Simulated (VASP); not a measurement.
# Si2Sn5 (I4/mmm) in VASP: further runs

Si2Sn5 is run at these levels: PBE; tasks: single point.

Everything below comes from runs of VASP 6.6.1. Logs are shortened: lines on timing, memory, paths and dates and some standing lists are left out, and cuts for length are marked.

## (1) The cell of the first run

Symmetry: I4/mmm, No. 139, tetragonal system. Conventional cell: a = 8.078 Å, b = 8.078 Å, c = 5.385 Å, α = 90.00°, β = 90.00°, γ = 90.00°. Within 3.6 Å of Si (site symmetry mmm) lie 2 Si at 2.69 Å and 4 Sn at 2.92 Å. Sn (site symmetry m2m) has 2 Si at 2.92 Å and 7 Sn at 2.95 to 3.51 Å within 3.8 Å. Sn (site symmetry 4/mmm) has 12 Sn at 3.46 to 3.51 Å and 4 Si at 4.04 Å within 4.6 Å.

## (2) Single point, PBE

INCAR reads:

```
SYSTEM = Si2Sn5
PREC     = Accurate       ! precision mode
ENCUT    = 500            ! plane-wave cutoff, eV
EDIFF    = 1E-6           ! SCF threshold, eV
ISMEAR   = 0              ! smearing method
SIGMA    = 0.1            ! smearing width, eV
LREAL    = .FALSE.        ! projectors in reciprocal space
LASPH    = .TRUE.         ! aspherical terms in the spheres
NELM     = 120            ! most SCF steps
ALGO     = Normal         ! electronic algorithm
ISIF     = 2              ! what is computed and relaxed
LWAVE    = .FALSE.        ! write WAVECAR
LCHARG   = .TRUE.         ! write CHGCAR
GGA      = PE             ! functional
LELF     = .TRUE.         ! ELF
LVHAR    = .TRUE.       
NBANDS   = 48             ! bands
GGA_COMPAT= .FALSE.
```

KPOINTS reads:

```
Automatic mesh
0
G
  4 4 4
  0 0 0
```

POSCAR reads:

```
Si2Sn5
1.0
   -4.0390887638      4.0390887638      2.6923539203
    4.0390887638     -4.0390887638      2.6923539203
    4.0390887638      4.0390887638     -2.6923539203
Si Sn
2 5
Direct
    0.5000000000      0.0000000000      0.5000000000
    0.0000000000      0.5000000000      0.5000000000
    0.6969831251      0.6969831251      0.3939662501
    0.3030168749      0.3030168749      0.6060337499
    0.6969831251      0.3030168749      0.0000000000
    0.3030168749      0.6969831251      0.0000000000
    0.0000000000      0.0000000000      0.0000000000
```

Potentials or basis: VASP PAW PBE potentials, release 64 (Si, Sn_d).

On the command line:

```bash
$ cat potpaw_PBE.64/Si/POTCAR potpaw_PBE.64/Sn_d/POTCAR > POTCAR
$ mpirun -np 1 vasp_std > vasp.out
```

OUTCAR:

```text
SYSTEM = Si2Sn5
   PREC = Accurate
   ENCUT = 500
   EDIFF = 1E-6
   ISMEAR = 0
   LREAL = .FALSE.
   LASPH = .TRUE.
   NELM = 120
   ISIF = 2
   GGA = PE

 ion  position               nearest neighbor table
   1  0.500  0.000  0.500-   2 2.69   2 2.69   6 2.92   5 2.92   4 2.92   3 2.92
   2  0.000  0.500  0.500-   1 2.69   1 2.69   5 2.92   6 2.92   4 2.92   3 2.92
   3  0.697  0.697  0.394-   1 2.92   2 2.92   4 2.95   4 2.95   5 3.18   6 3.18   7 3.46   7 3.51
                             7 3.51
   4  0.303  0.303  0.606-   1 2.92   2 2.92   3 2.95   3 2.95   6 3.18   5 3.18   7 3.46   7 3.51
                             7 3.51
   5  0.697  0.303  0.000-   2 2.92   1 2.92   6 2.95   6 2.95   3 3.18   4 3.18   7 3.46   7 3.51
                             7 3.51
   6  0.303  0.697  0.000-   1 2.92   2 2.92   5 2.95   5 2.95   3 3.18   4 3.18   7 3.46   7 3.51
                             7 3.51
   7  0.000  0.000  0.000-   5 3.46   6 3.46   4 3.46   3 3.46   4 3.51   3 3.51   3 3.51   4 3.51
                             6 3.51   5 3.51   6 3.51   5 3.51

  LATTYP: Found a body centered tetragonal cell.
 ALAT       =     8.0781775276
 C/A-ratio  =     0.6665745859

  Lattice vectors:

 A1 = (  -4.0390887638,   4.0390887638,   2.6923539203)
 A2 = (   4.0390887638,  -4.0390887638,   2.6923539203)
 A3 = (   4.0390887638,   4.0390887638,  -2.6923539203)

Analysis of symmetry for initial positions (statically):
=====================================================================
 Subroutine PRICEL returns:
 Original cell was already a primitive cell.

 Routine SETGRP: Setting up the symmetry group for a
 body centered tetragonal supercell.

 Subroutine GETGRP returns: Found 16 space group operations
 (whereof 16 operations were pure point group operations)
 out of a pool of 16 trial point group operations.

The static configuration has the point symmetry D_4h.

Analysis of symmetry for dynamics (positions and initial velocities):
=====================================================================
 Subroutine PRICEL returns:
 Original cell was already a primitive cell.

 Routine SETGRP: Setting up the symmetry group for a
 body centered tetragonal supercell.

 Subroutine GETGRP returns: Found 16 space group operations
 (whereof 16 operations were pure point group operations)
 out of a pool of 16 trial point group operations.

The dynamic configuration has the point symmetry D_4h.

 Subroutine INISYM returns: Found 16 space group operations
 (whereof 16 operations are pure point group operations),
 and found     1 'primitive' translations

----------------------------------------------------------------------------------------

                                     Primitive cell

  volume of cell :     175.6948

  direct lattice vectors                    reciprocal lattice vectors
    -4.039088764  4.039088764  2.692353920     0.000000000  0.123790298  0.185711097
     4.039088764 -4.039088764  2.692353920     0.123790298  0.000000000  0.185711097
     4.039088764  4.039088764 -2.692353920     0.123790298  0.123790298  0.000000000

  length of vectors
     6.314843285  6.314843285  6.314843285     0.223187476  0.223187476  0.175065918

  position of ions in fractional coordinates (direct lattice)
     0.500000000  0.000000000  0.500000000
     0.000000000  0.500000000  0.500000000
     0.696983125  0.696983125  0.393966250
     0.303016875  0.303016875  0.606033750
     0.696983125  0.303016875  0.000000000
     0.303016875  0.696983125  0.000000000
     0.000000000  0.000000000  0.000000000

  ion indices of the primitive-cell ions
   primitive index   ion index
                 1           1
                 2           2
                 3           3
                 4           4
                 5           5
                 6           6
                 7           7

----------------------------------------------------------------------------------------

 KPOINTS: Automatic mesh

Automatic generation of k-mesh.
 Grid dimensions read from file:
 generate k-points for:    4    4    4

 Generating k-lattice:

  Cartesian coordinates                     Fractional coordinates (reciprocal lattice)
     0.000000000  0.030947574  0.046427774     0.250000000  0.000000000  0.000000000
     0.030947574  0.000000000  0.046427774     0.000000000  0.250000000  0.000000000
     0.030947574  0.030947574  0.000000000     0.000000000  0.000000000  0.250000000

  Length of vectors
     0.055796869  0.055796869  0.043766479

  Shift w.r.t. Gamma in fractional coordinates (k-lattice)
     0.000000000  0.000000000  0.000000000

 Subroutine IBZKPT returns following result:
 ===========================================

 Found     13 irreducible k-points:

 Following reciprocal coordinates:
            Coordinates               Weight
  0.000000  0.000000  0.000000      1.000000
  0.250000 -0.000000  0.000000      8.000000
  0.500000 -0.000000  0.000000      4.000000
  0.250000  0.250000  0.000000      8.000000
  0.500000  0.250000  0.000000     16.000000
 -0.250000  0.250000  0.000000      4.000000
  0.500000  0.500000  0.000000      2.000000
  0.250000  0.250000  0.250000      2.000000
 -0.250000  0.250000  0.250000      4.000000
  0.500000  0.500000  0.250000      4.000000
 -0.250000  0.500000  0.250000      8.000000
 -0.250000 -0.250000  0.250000      2.000000
  0.500000  0.500000  0.500000      1.000000
   k-points           NKPTS =     13   k-points in BZ     NKDIM =     13   number of bands    NBANDS=     48
   number of dos      NEDOS =    301   number of ions     NIONS =      7
   total plane-waves  NPLWV = 110592
   dimension x,y,z NGX =    48 NGY =   48 NGZ =   48
   dimension x,y,z NGXF=    96 NGYF=   96 NGZF=   96
   ions per type =               2   5
   NGX,Y,Z   is equivalent  to a cutoff of  12.64, 12.64, 12.64 a.u.
   NGXF,Y,Z  is equivalent  to a cutoff of  25.27, 25.27, 25.27 a.u.
 SYSTEM =  Si2Sn5
   PREC   = accura    normal or accurate (medium, high low for compatibility)
   ISTART =      0    job   : 0-new  1-cont  2-samecut
   ICHARG =      2    charge: 1-file 2-atom 10-const
   ISPIN  =      1    spin polarized calculation?
   LNONCOLLINEAR =      F non collinear calculations
   LSORBIT =      F    spin-orbit coupling
   LASPH  =      T    aspherical Exc in radial PAW
   ENCUT  =  500.0 eV  36.75 Ry    6.06 a.u.  11.51 11.51 11.51*2*pi/ulx,y,z
   NELM   =    120;   NELMIN=  2; NELMDL= -5     # of ELM steps
   EDIFF  = 0.1E-05   stopping-criterion for ELM
   LREAL  =      F    real-space projection
   EDIFFG = 0.1E-04   stopping-criterion for IOM
   NSW    =      0    number of steps for IOM
   IBRION =     -1    ionic relax: 0-MD 1-quasi-New 2-CG
   NFREE  =      0    steps in history (QN), initial steepest desc. (CG)
   ISIF   =      2    stress and relaxation
   ISYM   =      2    0-nonsym 1-usesym 2-fastsym
   POTIM  = 0.5000    time-step for ionic-motion
   TEBEG  =    0.0;   TEEND  =   0.0 temperature during run
   PSTRESS=    0.0 pullay stress
   NELECT =      78.0000    total number of electrons
   NUPDOWN=      -1.0000    fix difference up-down
   EMIN   =  10.00;   EMAX   =-10.00  energy-range for DOS
   EFERMI =   0.00;   METHOD = LEGACY
   ISMEAR =     0;   SIGMA  =   0.10  broadening in eV -4-tet -1-fermi 0-gaus
   EFERMI_NEDOS =   21; number of points for ismear=-14 and -15
   IALGO  =     38    algorithm
   IMIX   =      4    mixing-type and parameters
     AMIX     =   0.40;   BMIX     =  1.00
     AMIX_MAG =   1.60;   BMIX_MAG =  1.00
  volume/ion in A,a.u.               =      25.10       169.38
  Fermi-wavevector in a.u.,A,eV,Ry     =   1.248878  2.360037 21.220960  1.559697
  Thomas-Fermi vector in A             =   2.382944
   LORBIT       =      0    0 simple, 1 ext, 2 COOP (PROOUT), +10 PAW based schemes
   GGA     = PE    functional components
   LHFCALC =     F    Hartree Fock is set to
   AEXX    =    0.0000 exact exchange contribution
   IVDW    =     0    specifies the selected vdW correction
   LEPSILON=     F    determine dielectric tensor
   LRPA    =     F    only Hartree local field effects (RPA)
 non-spin polarized calculation
 Gauss-broadening in eV      SIGMA  =   0.10
  energy-cutoff  :      500.00
  volume of cell :      175.69
 maximum number of plane-waves:      4482
 NGX is ok and might be reduce to    48
   NGX = 23   NGY = 23   NGZ = 23

 number of electron      78.0000031 magnetization

 Free energy of the ion-electron system (eV)
  ---------------------------------------------------
  ext. energy  EPLUGINS =         0.00000000
  ---------------------------------------------------
  free energy    TOTEN  =       -28.15610363 eV

  energy without entropy =      -28.13472995  energy(sigma->0) =      -28.14541679

 E-fermi :   7.6847     XC(G=0): -10.2053

 val. band max:        7.6440877256   @ k =   0.5000   0.5000   0.2500
 cond. band min:       7.7148847257   @ k =   0.5000   0.5000   0.5000
 fundamental gap:      0.0707970000
 Fermi energy:         7.6846985377

 k-point     1 :       0.0000    0.0000    0.0000
  band No.  band energies     occupation
      1     -14.0623      2.00000
      2     -14.0476      2.00000
      3     -14.0476      2.00000
      4     -14.0467      2.00000
      5     -14.0365      2.00000
      6     -13.9899      2.00000
[... 40 lines left out ...]
     47      13.0579      0.00000
     48      13.2225      0.00000

 k-point     2 :       0.2500   -0.0000    0.0000
  band No.  band energies     occupation
      1     -14.0631      2.00000
      2     -14.0485      2.00000
      3     -14.0459      2.00000
      4     -14.0457      2.00000
      5     -14.0390      2.00000
      6     -13.9987      2.00000
[... 40 lines left out ...]
     47      12.0330      0.00000
     48      12.1632      0.00000

 k-point     3 :       0.5000   -0.0000    0.0000
  band No.  band energies     occupation
      1     -14.0717      2.00000
      2     -14.0587      2.00000
      3     -14.0486      2.00000
      4     -14.0443      2.00000
      5     -14.0397      2.00000
      6     -14.0036      2.00000
[... 40 lines left out ...]
     47      11.6311      0.00000
     48      11.9705      0.00000

 k-point     4 :       0.2500    0.2500    0.0000
  band No.  band energies     occupation
      1     -14.0713      2.00000
      2     -14.0550      2.00000
      3     -14.0526      2.00000
      4     -14.0443      2.00000
      5     -14.0416      2.00000
      6     -14.0020      2.00000
[... 397 lines left out ...]
     47      11.5739      0.00000
     48      11.6124      0.00000

 k-point    12 :      -0.2500   -0.2500    0.2500
  band No.  band energies     occupation
      1     -14.0677      2.00000
      2     -14.0526      2.00000
      3     -14.0526      2.00000
      4     -14.0474      2.00000
      5     -14.0454      2.00000
      6     -14.0087      2.00000
[... 40 lines left out ...]
     47      10.5985      0.00000
     48      11.4355      0.00000

 k-point    13 :       0.5000    0.5000    0.5000
  band No.  band energies     occupation
      1     -14.0655      2.00000
      2     -14.0547      2.00000
      3     -14.0547      2.00000
      4     -14.0546      2.00000
      5     -14.0412      2.00000
      6     -13.9676      2.00000
[... 40 lines left out ...]
     47       9.8863      0.00000
     48       9.9612      0.00000

------------------------ aborting loop because EDIFF is reached ----------------------------------------

  FORCE on cell =-STRESS in cart. coord.  units (eV):
  Direction    XX          YY          ZZ          XY          YZ          ZX
  --------------------------------------------------------------------------------------
  -------------------------------------------------------------------------------------
  Total       -0.1887462     -0.1887462     -1.0172053      0.0000000     -0.0000000      0.0000000
  in kB       -1.7211941     -1.7211941     -9.2759899      0.0000000     -0.0000000      0.0000000
  external PRESSURE =      -4.2394594 kB  Pullay stress =       0.0000000 kB

 VOLUME and BASIS-vectors are now :
 -----------------------------------------------------------------------------
  energy-cutoff  :      500.00
  volume of cell :      175.69
      direct lattice vectors                 reciprocal lattice vectors
    -4.039088764  4.039088764  2.692353920     0.000000000  0.123790298  0.185711097
     4.039088764 -4.039088764  2.692353920     0.123790298  0.000000000  0.185711097
     4.039088764  4.039088764 -2.692353920     0.123790298  0.123790298  0.000000000

 POSITION                                       TOTAL-FORCE (eV/Angst)
 -----------------------------------------------------------------------------------
      0.00000      4.03909      0.00000        -0.000000      0.000000      0.000000
      4.03909      0.00000      0.00000        -0.000000     -0.000000      0.000000
      1.59126      1.59126      2.69235         0.049721      0.049721      0.000000
      2.44782      2.44782     -0.00000        -0.049721     -0.049721     -0.000000
     -1.59126      1.59126      2.69235        -0.049721      0.049721      0.000000
      1.59126     -1.59126      2.69235         0.049721     -0.049721      0.000000
      0.00000      0.00000      0.00000         0.000000      0.000000      0.000000
 -----------------------------------------------------------------------------------
    total drift:                                0.000000      0.000000     -0.000000

  FREE ENERGIE OF THE ION-ELECTRON SYSTEM (eV)
  ---------------------------------------------------
  free  energy   TOTEN  =       -28.1561036320 eV

  energy  without entropy=      -28.1347299535  energy(sigma->0) =      -28.14541679
```

It took 3 min on 1 thread of Intel Xeon 8259CL, shared host; peak memory 0.35 GiB.

What came out:

```yaml
Free_energy: -28.1561 eV
Pressure: -0.4 GPa
Largest_force: 0.070 eV/Å
Band_gap_on_the_k_mesh: zero (bands 39 and 40 overlap by 2.34 eV)
```

Forces in eV/Å, atoms in the order of the input:
```
Si   0.000  0.000  0.000
Si   0.000  0.000  0.000
Sn   0.050  0.050  0.000
Sn  -0.050 -0.050  0.000
Sn  -0.050  0.050  0.000
Sn   0.050 -0.050  0.000
Sn   0.000  0.000  0.000
```

Stress tensor (GPa, compression positive):
```
-0.17  0.00  0.00
 0.00 -0.17  0.00
 0.00  0.00 -0.93
```

Caveat: spin-orbit coupling is left out, which moves the levels of the heavy elements.

## (3) Single point, PBE

This run uses another cell than the first one, of 35.78 Å³/atom.

INCAR reads:

```
PREC = Accurate
ENCUT = 500
EDIFF = 1E-6
ISMEAR = 0
SIGMA = 0.2
LREAL = False
LASPH = True
NELM = 120
ALGO = Normal
ISIF = 2
LWAVE = False
LCHARG = False
GGA = PE
NBANDS = 48
GGA_COMPAT = False
```

KPOINTS reads:

```
Automatic mesh
0
Gamma
  3 3 3
```

POSCAR reads:

```
Si2Sn5
1.0
   -3.8382421392      3.8382421392      4.2501012359
    3.8382421392     -3.8382421392      4.2501012359
    3.8382421392      3.8382421392     -4.2501012359
Si Sn
2 5
Direct
    0.1844956762      0.1844956762      0.0000000000
    0.8155043238      0.8155043238      0.0000000000
    0.2083772590      0.2083772590      0.4167545181
    0.7916227410      0.7916227410      0.5832454819
    0.2083772590      0.7916227410      0.0000000000
    0.7916227410      0.2083772590      0.0000000000
    0.5000000000      0.5000000000      0.0000000000
```

Potentials or basis: VASP PAW PBE potentials, release 64 (Si, Sn_d).

On the command line:

```bash
$ cat potpaw_PBE.64/Si/POTCAR potpaw_PBE.64/Sn_d/POTCAR > POTCAR
$ mpirun -np 1 vasp_std > vasp.out
```

OUTCAR:

```text
PREC = Accurate
   ENCUT = 500
   EDIFF = 1E-6
   ISMEAR = 0
   LREAL = False
   LASPH = True
   NELM = 120
   ISIF = 2
   GGA = PE

 ion  position               nearest neighbor table
   1  0.184  0.184  0.000-   7 2.68   6 2.75   5 2.75   4 2.75   3 2.75   2 3.14
   2  0.816  0.816  0.000-   7 2.68   6 2.75   5 2.75   3 2.75   4 2.75   1 3.14
   3  0.208  0.208  0.417-   2 2.75   1 2.75   7 3.17   5 3.20   6 3.20
   4  0.792  0.792  0.583-   1 2.75   2 2.75   7 3.17   6 3.20   5 3.20
   5  0.208  0.792  0.000-   1 2.75   2 2.75   7 3.17   4 3.20   3 3.20
[... 498 lines left out ...]
  Total       -0.1346357     -0.1346357      0.4232676      0.0000000      0.0000000      0.0000000
  in kB       -0.8612851     -0.8612851      2.7077065      0.0000000      0.0000000      0.0000000
  external PRESSURE =       0.3283787 kB  Pullay stress =       0.0000000 kB

 VOLUME and BASIS-vectors are now :
 -----------------------------------------------------------------------------
  energy-cutoff  :      500.00
  volume of cell :      250.45
      direct lattice vectors                 reciprocal lattice vectors
    -3.838242139  3.838242139  4.250101236     0.000000000  0.130267967  0.117644257
     3.838242139 -3.838242139  4.250101236     0.130267967  0.000000000  0.117644257
     3.838242139  3.838242139 -4.250101236     0.130267967  0.130267967  0.000000000

 POSITION                                       TOTAL-FORCE (eV/Angst)
 -----------------------------------------------------------------------------------
      0.00000      0.00000      1.56825        -0.000000     -0.000000     -0.075232
      0.00000      0.00000      6.93195        -0.000000     -0.000000      0.075232
      1.59960      1.59960     -0.00000        -0.000816     -0.000816      0.000000
      2.23864      2.23864      4.25010         0.000816      0.000816      0.000000
      2.23864     -2.23864      4.25010         0.000816     -0.000816      0.000000
     -2.23864      2.23864      4.25010        -0.000816      0.000816      0.000000
      0.00000      0.00000      4.25010         0.000000      0.000000      0.000000
 -----------------------------------------------------------------------------------
    total drift:                                0.000000      0.000000     -0.000000

  FREE ENERGIE OF THE ION-ELECTRON SYSTEM (eV)
  ---------------------------------------------------
  free  energy   TOTEN  =       -26.9915405040 eV

  energy  without entropy=      -26.8805949033  energy(sigma->0) =      -26.93606770
```

stdout:

```text
POSCAR found type information on POSCAR SiSn
 POSCAR found :  2 types and       7 ions
 scaLAPACK will be used
 LDA part: xc-table for (Slater+PW92), standard interpolation
 POSCAR, INCAR and KPOINTS ok, starting setup
 FFT: planning ... GRIDC
 FFT: planning ... GRID_SOFT
 FFT: planning ... GRID
 WAVECAR not read
 entering main loop
```

Wall time 2.9 min (1 thread of Intel Xeon 8259CL, shared host); peak memory 0.36 GiB.

Results:

```
Free energy            : -26.9915 eV
Pressure               : 0.0 GPa
Largest force          : 0.075 eV/Å
Band gap on the k mesh : zero (bands 39 and 40 overlap by 0.74 eV)
```

Forces on the atoms (eV/Å):
```
Si   0.000  0.000 -0.075
Si   0.000  0.000  0.075
Sn  -0.001 -0.001  0.000
Sn   0.001  0.001  0.000
Sn   0.001 -0.001  0.000
Sn  -0.001  0.001  0.000
Sn   0.000  0.000  0.000
```

Stress tensor (GPa, compression positive):
```
-0.09  0.00  0.00
 0.00 -0.09  0.00
 0.00  0.00  0.27
```

Levels at points of the mesh, in eV from the Fermi level:
```csv
k point,band 37,band 38,band 39,band 40,band 41,band 42
"(0.00, 0.00, 0.00)",-2.52,-2.38,-1.01,1.19,1.19,2.23
```

Caveat: the k points lie up to 0.37 Å⁻¹ apart, too coarse for converged energies and pressures of a metal; semilocal functionals underestimate gaps, so a narrow gap can read as zero; spin-orbit coupling is left out, which moves the levels of the heavy elements.
